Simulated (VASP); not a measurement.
# Al2Cu: single point with PBEsol

Al2Cu:

```
CELL_PARAMETERS angstrom
4.08421 0.00000 0.00000
0.00000 4.08421 0.00000
0.00000 0.00000 2.84589
ATOMIC_POSITIONS crystal
Al 0.50746 0.00260 0.50000
Al 0.89104 0.48891 0.50000
Cu 0.04309 0.00361 0.00000
```

This cell differs from its parent crystal: atoms displaced along several vibrational modes.

| Item | Value |
| --- | --- |
| Program | VASP 6.6.1 |
| Task | single point |
| Functional | PBEsol |
| Potentials or basis | VASP PAW PBE potentials, release 64 (Al, Cu) |
| Cutoff | 520 eV |
| k mesh | 10 × 10 × 14 |
| Occupations | gaussian, width 0.15 eV |
| Spin | no spin polarisation |

```
Pressure               : 3.3 GPa
Largest force          : 1.406 eV/Å
Band gap on the k mesh : zero (an odd number of electrons rules out a gap without spin polarisation)
```

Forces in eV/Å, atoms in the order of the input:
```
Al  -0.194 -0.297  0.000
Al   1.272  0.599  0.000
Cu  -1.078 -0.301  0.000
```

Stress tensor (GPa, compression positive):
```
 6.44  1.05  0.00
 1.05  3.70  0.00
 0.00  0.00 -0.17
```

Levels at points of the mesh, in eV from the Fermi level:
| k point | band 7 | band 8 | band 9 | band 10 | band 11 | band 12 |
| --- | --- | --- | --- | --- | --- | --- |
| (0.00, 0.00, 0.00) | -2.35 | -2.24 | -0.09 | 0.50 | 5.89 | 6.39 |
| (0.50, 0.00, 0.00) | -3.82 | -0.78 | 1.17 | 1.36 | 2.46 | 7.88 |
| (0.00, 0.50, 0.00) | -3.86 | -1.10 | 0.57 | 2.00 | 2.92 | 7.77 |
| (0.50, 0.50, 0.00) | -4.01 | -3.86 | -2.64 | 8.50 | 8.66 | 9.66 |
| (0.00, 0.00, 0.50) | -2.86 | 1.96 | 2.01 | 2.21 | 2.90 | 3.65 |
| (0.50, 0.00, 0.50) | -3.33 | -2.10 | -1.83 | 2.63 | 4.40 | 5.18 |
| (0.00, 0.50, 0.50) | -2.82 | -2.28 | -1.82 | 3.80 | 3.97 | 4.29 |
| (0.50, 0.50, 0.50) | -2.40 | -1.84 | -1.55 | -0.53 | -0.13 | 0.79 |

Wall time 10 min on 1 thread of Intel Xeon 8259CL, on a shared host, peak memory 0.4 GiB.

Caveat: the cell differs from its parent crystal (atoms displaced along several vibrational modes); the stress differs along the axes, from -0 to 6 GPa; the PAW data sets were made with another functional, which shifts forces and pressure a little.
